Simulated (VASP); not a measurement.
FeO (Wuestite):

```
Fe O
1.0
     0.00000    2.15540    2.15540
     2.15540    0.00000    2.15540
     2.15540    2.15540    0.00000
Fe O
1 1
Cartesian
  0.0000 0.0000 0.0000
  2.1554 2.1554 2.1554
```

- Program: VASP 6.6.1
- Task: relaxation of cell and atoms
- Functional: LDA
- Potentials or basis: VASP PAW LDA potentials, release 64 (Fe, O)
- Cutoff: 600 eV
- k mesh: 11 × 11 × 11
- Occupations: fermi-dirac, width 0.05 eV
- Spin: collinear spin, ferromagnetic start
- Starting moments: [3.0, 0.0] μB
- Hubbard terms: Fe d U = 6.2 eV

At the start: pressure -17.2 GPa; volume 10.01 Å³/atom.

Question: Where does the relaxation end?

Answer: Over 3 steps the energy falls by 52.5 meV/atom and the volume is 9.12 Å³/atom (-9.0 %); space group Fm-3m (No. 225, to 0.05 Å); moment 4.00 μB per cell.

The path:
```csv
step,energy change (eV),largest force (eV/Å),pressure (GPa),volume (Å³)
1,0.0000,0.0000,-17.16,20.03
2,-0.0488,0.0000,16.62,17.08
3,-0.1050,0.0000,-0.14,18.23
```

Final structure:
```yaml
crystal:
  lattice:
    - [0.00000, 2.08906, 2.08906]
    - [2.08906, 0.00000, 2.08906]
    - [2.08906, 2.08906, 0.00000]
  atoms:
    - { symbol: Fe, position: [0.00000, 0.00000, 0.00000] }
    - { symbol: O, position: [0.50000, 0.50000, 0.50000] }
```

Caveat: a cell with one magnetic atom can't hold antiferromagnetic order, which such compounds often take.
